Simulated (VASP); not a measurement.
# KI (Pm-3m) in VASP: G0W0 quasiparticle levels with r2SCAN

Aim: the G0W0 quasiparticle levels of KI with r2SCAN.

Program: VASP 6.6.1. These are calculated values, not measurements. Logs are shortened: lines on timing, memory, paths and dates and some standing lists are left out, and cuts for length are marked.

### 1 The cell of the first run

Symmetry: Pm-3m, No. 221, cubic system. Conventional cell: a = 4.291 Å, b = 4.291 Å, c = 4.291 Å, α = 90.00°, β = 90.00°, γ = 90.00°. K (site symmetry m-3m) has 8 I at 3.72 Å and 6 K at 4.29 Å within 4.9 Å. I (site symmetry m-3m) has 8 K at 3.72 Å and 6 I at 4.29 Å within 4.9 Å.

### 2 G0W0 quasiparticle levels, r2SCAN

POSCAR

```
KI
1.0
    4.2909400946      0.0000000000      0.0000000000
    0.0000000000      4.2909400946      0.0000000000
    0.0000000000      0.0000000000      4.2909400946
K I
1 1
Direct
    0.0000000000      0.0000000000      0.0000000000
    0.5000000000      0.5000000000      0.5000000000
```

INCAR.step1

```
PREC = Accurate
ENCUT = 500
EDIFF = 1E-8
ISMEAR = 0
SIGMA = 0.01
LREAL = F
LASPH = T
NELM = 80
ALGO = Normal
LWAVE = T
LCHARG = F
METAGGA = R2SCAN
LMIXTAU = T
```

INCAR.step2

```
PREC = Accurate
ENCUT = 500
EDIFF = 1E-8
ISMEAR = 0
SIGMA = 0.01
LREAL = F
LASPH = T
NELM = 1
ALGO = Exact
LWAVE = T
LCHARG = F
METAGGA = R2SCAN
LMIXTAU = T
NBANDS = 136
LOPTICS = T
ISTART = 1
```

INCAR.step3

```
PREC = Accurate
ENCUT = 500
EDIFF = 1E-8
ISMEAR = 0
SIGMA = 0.01
LREAL = F
LASPH = T
ALGO = EVGW0
LWAVE = F
LCHARG = F
METAGGA = R2SCAN
LMIXTAU = T
NELMGW = 1
NBANDS = 136
ENCUTGW = 80.0
NOMEGA = 96
PRECFOCK = Fast
ISTART = 1
NBANDSGW = 16
OMEGAMAX = 20
```

KPOINTS

```
Automatic mesh
0
Gamma
  6 6 6
```

Potentials or basis: VASP PAW PBE potentials, release 64 (K_sv_GW, I_GW).

Launch:

```console
> cat potpaw_PBE.64/K_sv_GW/POTCAR potpaw_PBE.64/I_GW/POTCAR > POTCAR
> cp INCAR.step1 INCAR
> mpirun -np 1 vasp_std > vasp.out
> cp INCAR.step2 INCAR
> mpirun -np 1 vasp_std > vasp.out
> cp INCAR.step3 INCAR
> mpirun -np 1 vasp_std > vasp.out
```

OUTCAR:

```text
PREC = Accurate
   ENCUT = 500
   EDIFF = 1E-8
   ISMEAR = 0
   LREAL = F
   LASPH = T
   METAGGA = R2SCAN
   NELMGW = 1
   ENCUTGW = 80.0
   PRECFOCK = Fast
   ISTART = 1

 ion  position               nearest neighbor table
   1  0.000  0.000  0.000-
   2  0.500  0.500  0.500-

  LATTYP: Found a simple cubic cell.
 ALAT       =     4.2909400946

  Lattice vectors:

 A1 = (   4.2909400946,   0.0000000000,   0.0000000000)
 A2 = (   0.0000000000,   4.2909400946,   0.0000000000)
 A3 = (   0.0000000000,   0.0000000000,   4.2909400946)

Analysis of symmetry for initial positions (statically):
=====================================================================
 Subroutine PRICEL returns:
 Original cell was already a primitive cell.

 Routine SETGRP: Setting up the symmetry group for a
 simple cubic supercell.

 Subroutine GETGRP returns: Found 48 space group operations
 (whereof 48 operations were pure point group operations)
 out of a pool of 48 trial point group operations.

The static configuration has the point symmetry O_h .

Analysis of symmetry for dynamics (positions and initial velocities):
=====================================================================
 Subroutine PRICEL returns:
 Original cell was already a primitive cell.

 Routine SETGRP: Setting up the symmetry group for a
 simple cubic supercell.

 Subroutine GETGRP returns: Found 48 space group operations
 (whereof 48 operations were pure point group operations)
 out of a pool of 48 trial point group operations.

The dynamic configuration has the point symmetry O_h .

 Subroutine INISYM returns: Found 48 space group operations
 (whereof 48 operations are pure point group operations),
 and found     1 'primitive' translations

----------------------------------------------------------------------------------------

                                     Primitive cell

  volume of cell :      79.0055

  direct lattice vectors                    reciprocal lattice vectors
[... 45 lines left out ...]
  0.166667  0.000000  0.000000      6.000000
  0.333333  0.000000  0.000000      6.000000
  0.500000  0.000000  0.000000      3.000000
  0.166667  0.166667  0.000000     12.000000
  0.333333  0.166667  0.000000     24.000000
[... 12 lines left out ...]
  0.500000  0.500000  0.333333      6.000000
  0.500000  0.500000  0.500000      1.000000
   k-points           NKPTS =     20   k-points in BZ     NKDIM =    216   number of bands    NBANDS=    136
   number of dos      NEDOS =    301   number of ions     NIONS =      2
   total plane-waves  NPLWV =  32768
   dimension x,y,z NGX =    32 NGY =   32 NGZ =   32
   dimension x,y,z NGXF=    64 NGYF=   64 NGZF=   64
   ions per type =               1   1
   NGX,Y,Z   is equivalent  to a cutoff of  12.40, 12.40, 12.40 a.u.
   NGXF,Y,Z  is equivalent  to a cutoff of  24.80, 24.80, 24.80 a.u.
 SYSTEM =  unknown system
   PREC   = accura    normal or accurate (medium, high low for compatibility)
   ISTART =      1    job   : 0-new  1-cont  2-samecut
   ICHARG =      0    charge: 1-file 2-atom 10-const
   ISPIN  =      1    spin polarized calculation?
   LNONCOLLINEAR =      F non collinear calculations
   LSORBIT =      F    spin-orbit coupling
   LASPH  =      T    aspherical Exc in radial PAW
   ENCUT  =  500.0 eV  36.75 Ry    6.06 a.u.   7.82  7.82  7.82*2*pi/ulx,y,z
   NELM   =     60;   NELMIN=  2; NELMDL=  0     # of ELM steps
   EDIFF  = 0.1E-07   stopping-criterion for ELM
   LREAL  =      F    real-space projection
   EDIFFG = 0.1E-06   stopping-criterion for IOM
   NSW    =      0    number of steps for IOM
   IBRION =     -1    ionic relax: 0-MD 1-quasi-New 2-CG
   NFREE  =      0    steps in history (QN), initial steepest desc. (CG)
   ISIF   =      0    stress and relaxation
   ISYM   =      3    0-nonsym 1-usesym 2-fastsym
   POTIM  = 0.5000    time-step for ionic-motion
   TEBEG  =    0.0;   TEEND  =   0.0 temperature during run
   PSTRESS=    0.0 pullay stress
   NELECT =      16.0000    total number of electrons
   NUPDOWN=      -1.0000    fix difference up-down
   EMIN   =  10.00;   EMAX   =-10.00  energy-range for DOS
   EFERMI =   0.00;   METHOD = LEGACY
   ISMEAR =     0;   SIGMA  =   0.01  broadening in eV -4-tet -1-fermi 0-gaus
   EFERMI_NEDOS =   21; number of points for ismear=-14 and -15
   IALGO  =     38    algorithm
   IMIX   =      4    mixing-type and parameters
     AMIX     =   0.40;   BMIX     =  1.00
     AMIX_MAG =   1.60;   BMIX_MAG =  1.00
  volume/ion in A,a.u.               =      39.50       266.58
  Fermi-wavevector in a.u.,A,eV,Ry     =   0.961381  1.816747 12.575241  0.924254
  Thomas-Fermi vector in A             =   2.090748
   LORBIT       =      0    0 simple, 1 ext, 2 COOP (PROOUT), +10 PAW based schemes
   METAGGA = R2SCAN    functional components
   LHFCALC =     T    Hartree Fock is set to
   PRECFOCK=fast      Normal, Fast or Accurate (Low or Medium for compatibility)
   ENCUT4O =  -1.0   cutoff for four orbital integrals eV
   NKREDX  =     1    reduce k-point grid by
   NKREDY  =     1    reduce k-point grid by
   NKREDZ  =     1    reduce k-point grid by
   AEXX    =    1.0000 exact exchange contribution
   HFSCREEN=    0.0000 screening length (either q_TF or 0.3 A-1)
   HFSCREENC=   0.0000 screening length for correlation (either q_TF or 0.3 A-1)
   ENCUTFOCK=  -1.0 apply spherical cutoff to Coloumb kernel
   IVDW    =     0    specifies the selected vdW correction
   LEPSILON=     F    determine dielectric tensor
   LRPA    =     F    only Hartree local field effects (RPA)
   LRPAFORCE           =     F    calculate RPA forces
   ENCUTGW             =  80.0    cutoff for response function in eV
   ENCUTGWSOFT         =  64.0    soft cutoff for Coulomb kernel in GW response function in eV
   ENCUTLF             =  -1.0    cutoff for local field effects
   NELMGW              =     1    number of iterations in solving QP/BSE equation
   NELMHF              =     1    number of iterations in the inner HF iteration
   NKREDLFX            =     1    NKREDLFY  =   1   NKREDLFZ  =   1
 non-spin polarized calculation
 Gauss-broadening in eV      SIGMA  =   0.01
  energy-cutoff  :      500.00
  volume of cell :       79.01
 maximum number of plane-waves:      2028
 NGX is ok and might be reduce to    32
  NGX = 18; NGY = 18; NGZ = 18
   NGX = 15   NGY = 15   NGZ = 15
 maximum number of plane-waves:       136
 NGX is ok and might be reduce to    14

 QP shifts <psi_nk| G(iteration)W_0 |psi_nk>: iteration 1
 for sc-GW calculations column KS-energies equals QP-energies in previous step
 and V_xc(KS)=  KS-energies - (<T + V_ion + V_H > + <T+V_H+V_ion>^1  + <V_x>^1)

 k-point   1 :       0.0000    0.0000    0.0000
  band No.  KS-energies  QP-energies   sigma(KS)   V_xc(KS)     V^pw_x(r,r')   Z            occupation Imag(sigma)

      1     -28.9262     -30.1162     -21.8057     -19.8956     -30.7181       0.6230       2.0000       0.3490
      2     -11.6030     -13.9804     -21.4029     -18.4410     -24.6700       0.8027       2.0000       0.0713
      3     -11.6030     -13.9804     -21.4029     -18.4410     -24.6700       0.8027       2.0000       0.0713
      4     -11.6030     -13.9804     -21.4029     -18.4410     -24.6700       0.8027       2.0000       0.0713
      5      -9.8762     -10.4243     -13.3513     -12.6107     -18.8775       0.7401       2.0000       1.2584
      6       1.2451       0.1416     -12.7631     -11.3945     -14.1346       0.8062       2.0000       0.0391
[... 375 lines left out ...]
      2     -11.6654     -14.0381     -21.2871     -18.3195     -24.5522       0.7996       2.0000       0.0678
      3     -11.6654     -14.0381     -21.2871     -18.3195     -24.5522       0.7996       2.0000       0.0678
      4     -11.6654     -14.0381     -21.2871     -18.3195     -24.5522       0.7996       2.0000       0.0678
      5      -9.3146      -9.8349     -13.6494     -13.0128     -19.0134       0.8173       2.0000       1.1817
      6      -0.0721      -1.3284     -12.1021     -10.5192     -13.7295       0.7937       2.0000       0.0518
[... 8 lines left out ...]
     15      11.8265      12.0760      -6.4346      -6.7472      -2.4780       0.7982       0.0000      -0.0968
     16      12.1717      14.8932      -9.4320     -12.7749      -5.9238       0.8141       0.0000      -0.0789
```

OUTCAR.step1:

```text
PREC = Accurate
   ENCUT = 500
   EDIFF = 1E-8
   ISMEAR = 0
   LREAL = F
   LASPH = T
[... 513 lines left out ...]
 -----------------------------------------------------------------------------------
      0.00000      0.00000      0.00000         0.000000      0.000000      0.000000
      2.14547      2.14547      2.14547         0.000000      0.000000      0.000000
 -----------------------------------------------------------------------------------
    total drift:                                0.000000      0.000000     -0.000000

  FREE ENERGIE OF THE ION-ELECTRON SYSTEM (eV)
  ---------------------------------------------------
  free  energy   TOTEN  =       -36.3161496388 eV

  energy  without entropy=      -36.3161496388  energy(sigma->0) =      -36.31614964
```

OUTCAR.step2:

```text
PREC = Accurate
   ENCUT = 500
   EDIFF = 1E-8
   ISMEAR = 0
   LREAL = F
[... 1009 lines left out ...]
     0.00000     3.33289     3.33289     3.33289     0.00000    -0.00000     0.00000
     1.31332     3.40485     3.40485     3.40485     0.00000    -0.00000     0.00000
     2.62663     3.66471     3.66471     3.66471     0.00000    -0.00000     0.00000
     3.93995     4.36492     4.36492     4.36492     0.00000    -0.00000     0.00000
     5.25326     6.03763     6.03763     6.03763     0.00000     0.00000     0.00000
     6.56658     2.05801     2.05801     2.05801     0.00000    -0.00000     0.00000
[... 92 lines left out ...]
   128.70494     0.98248     0.98248     0.98248    -0.00000     0.00000    -0.00000
   130.01825     0.98285     0.98285     0.98285    -0.00000     0.00000    -0.00000
```

It took 22 min on 1 thread of AMD EPYC 9R45 (Zen 5), shared host; peak memory 1.8 GiB.

What came out:

* Quasiparticle gap: 5.44 eV
* Least direct quasiparticle gap: 5.86 eV
* Band gap of the starting levels on the mesh: 4.04 eV
* Least direct gap of the starting levels on the mesh: 4.41 eV

Caveat: bands, screening cutoff and mesh are small and nothing is extrapolated, so the quasiparticle values aren't converged; the structure was generated, so it needn't be the stable form of KI; spin-orbit coupling is left out, which moves the levels of the heavy elements.
